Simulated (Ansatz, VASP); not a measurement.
## One calculation of Sb, two programs

Contents of POSCAR:

```
Sb
1.0
   -1.5765401831      1.5765401831      2.7119384313
    1.5765401831     -1.5765401831      2.7119384313
    1.5765401831      1.5765401831     -2.7119384313
Sb
1
Direct
    0.0000000000      0.0000000000      0.0000000000
```

INCAR.step1

```
ALGO = Normal ; EDIFF = 1E-5
ENCUT = 520 ; GGA = PE
ISIF = 2 ; ISMEAR = -1
LASPH = True ; LREAL = False
LWAVE = True ; NBANDS = 8
NELM = 60 ; PREC = Accurate
SIGMA = 0.05
```

File INCAR.step2:

```
AEXX = 0.25 ; ALGO = Normal
EDIFF = 1E-6 ; ENCUT = 520
GGA = PS ; HFSCREEN = 0.207
ISIF = 2 ; ISMEAR = -1
ISTART = 1 ; LASPH = True
LCHARG = True ; LELF = True
LHFCALC = True ; LREAL = False
LVHAR = True ; LWAVE = False
NBANDS = 8 ; NELM = 60
PREC = Accurate ; PRECFOCK = Normal
SIGMA = 0.05
```

KPOINTS

```
k-points
0
Gamma
  6 6 6
```

File input:

```
crystal:
  lattice:
    - [-1.5765401831, 1.5765401831, 2.7119384313]
    - [1.5765401831, -1.5765401831, 2.7119384313]
    - [1.5765401831, 1.5765401831, -2.7119384313]
  atoms:
    - { symbol: Sb, position: [0.0, 0.0, 0.0] }
hamiltonian:
  xc:
    exchange: hjs_pbesol
    correlation: pbesol
    exx: { coeff: 0.25, omega: 0.207 }
  pseudopotentials: { kind: paw }
kpoints:
  mp_grid: { grid: [6, 6, 6] }
  band_path:
    path:
      - [[0.0, 0.0, 0.0], [0.0, 0.0, 0.5], [-0.1689742169, 0.1689742169, 0.5], [-0.3344871084, 0.3344871084, 0.3344871084], [0.0, 0.0, 0.0], [0.5, 0.5, -0.5], [0.3344871084, 0.6655128916, -0.3344871084], [0.0, 0.5, 0.0], [0.25, 0.25, 0.25], [0.5, 0.5, -0.1689742169], [0.5, 0.5, -0.5]]
      - [[0.0, 0.0, 0.5], [0.25, 0.25, 0.25]]
    npoints: 4
scf:
  occupations: { method: fermi_dirac, width: 0.05 }
  n_extra_bands: 6
output:
  forces: true
  stress: true
  eigenvalues: true
  fatbands: false
  write_density: true
  write_potential: true
  elf: true
  volumetric_format: npy
```

Alike in both runs: functional PBEsol-based screened hybrid; k mesh 6 × 6 × 6; occupations fermi-dirac, width 0.05 eV; no spin polarisation.

|  | VASP | Ansatz |
| --- | --- | --- |
| version | VASP 6.6.1 | Ansatz 0.2.0 |
| potentials or method | VASP PAW PBE potentials, release 64 (Sb) | Ansatz PAW |
| plane-wave cutoff (eV) | 520 | 420 |
| valence electrons in the cell | 5 | 15 |
| task | single point | band structure |

|  | VASP | Ansatz | Ansatz less VASP |
| --- | --- | --- | --- |
| gap on the k mesh at the Fermi level (eV) | none | none | - |
| pressure (GPa) | -3.4 | -2.4 | +0.99 |
| traceless stress, the component that is largest in VASP (GPa) | -1.63 | -1.87 | -0.245 |

VASP's potentials were made for PBE, not for PBEsol-based screened hybrid. A gap of «none» marks a metal or a gap that the smearing closes. With one functional, cell and mesh, what is left measures potentials, basis and numerics. VASP's potentials hold 5 valence electrons a cell and Ansatz's 15, so a difference there can come from the potentials and not from the codes.

The k mesh is coarse, so the values compare programs but aren't converged. Neither program's run includes spin-orbit coupling.
